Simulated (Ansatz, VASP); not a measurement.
# TiO2: VASP beside Ansatz

```
CELL_PARAMETERS angstrom
0.00000 2.39683 2.39683
2.35440 0.00000 2.39683
2.35440 2.39683 0.00000
ATOMIC_POSITIONS crystal
Ti 0.00000 0.00000 0.00000
O 0.25000 0.25000 0.25000
O 0.75000 0.75000 0.75000
```

Change from the starting cell: uniaxial_x strain -1.8%.

Alike in both runs: task single point; functional PBE; k mesh 10 × 10 × 10; occupations fermi-dirac, width 0.02 eV; no spin polarisation.

```csv
,VASP,Ansatz
version,VASP 6.6.1,Ansatz 0.2.0
potentials or method,"VASP PAW PBE potentials, release 64 (Ti_sv, O)","plane waves, PAW"
plane-wave cutoff (eV),520,420
valence electrons in the cell,24,24
```

Ansatz gave:

* gap on the k mesh at the Fermi level (eV): 0.97
* pressure (GPa): 11.0
* traceless stress, the component that is largest in VASP (GPa): 6.62

Problem. Estimate VASP's values.

Solution. gap on the k mesh at the Fermi level (eV): 0.95; pressure (GPa): 11.9; traceless stress, the component that is largest in VASP (GPa): 6.58.

The functional is the same, so the differences come from potentials, cutoffs and numerics.
